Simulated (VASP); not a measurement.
## C: single point with PBE

C:

```
C
1.0
     2.48801    0.00000    0.00000
    -1.24401    2.15468    0.00000
     0.00000    0.00000   12.18871
C
12
Cartesian
  1.2440 0.7182 4.3169
  0.0000 1.4365 10.4112
  1.2440 0.7182 1.7775
  0.0000 1.4365 7.8718
  1.2440 0.7182 5.8405
  0.0000 1.4365 11.9348
  1.2440 0.7182 0.2539
  0.0000 1.4365 6.3482
  0.0000 0.0000 9.9033
  0.0000 0.0000 3.8090
  0.0000 0.0000 8.3797
  0.0000 0.0000 2.2854
```

* Program: VASP 6.6.1
* Task: single point
* Functional: PBE
* Potentials or basis: VASP PAW PBE potentials, release 64 (C)
* Cutoff: 520 eV
* k mesh: 12 × 12 × 3
* Occupations: fermi-dirac, width 0.05 eV
* Spin: no spin polarisation
* Dipole correction: no
* Further INCAR settings: ALGO = Normal; EDIFF = 1e-07; NBANDS = 36

The pressure is 22.3 GPa. The largest force is 0.356 eV/Å and the band gap on the k mesh is 4.49 eV (least direct gap 5.39 eV).

Forces in eV/Å, atoms in the order of the input:
```
C    0.000  0.000  0.336
C    0.000  0.000  0.336
C    0.000  0.000 -0.336
C    0.000  0.000 -0.336
C    0.000  0.000 -0.028
C    0.000  0.000 -0.028
C    0.000  0.000  0.028
C    0.000  0.000  0.028
C    0.000  0.000  0.356
C    0.000  0.000  0.356
C    0.000  0.000 -0.356
C    0.000  0.000 -0.356
```

Stress tensor (GPa, compression positive):
```
19.29  0.00  0.00
 0.00 19.29  0.00
 0.00  0.00 28.39
```

Levels at points of the mesh, in eV from the valence-band top:
```csv
k point,band 21,band 22,band 23,band 24,band 25,band 26,band 27,band 28
"(0.00, 0.00, 0.00)",-1.03,-0.16,0.00,0.00,5.39,5.39,5.78,6.50
"(0.50, 0.00, 0.00)",-4.23,-4.22,-3.78,-3.00,4.61,5.20,5.35,5.73
```

Run time: 41 s on 1 thread of AMD EPYC 9R45 96-Core Processor (Zen 5), with other jobs on the host, peak memory 0.18 GiB.

Caveat: the cell stands under pressure; an odd mesh through Γ misses points on the zone boundary, where band edges can lie.
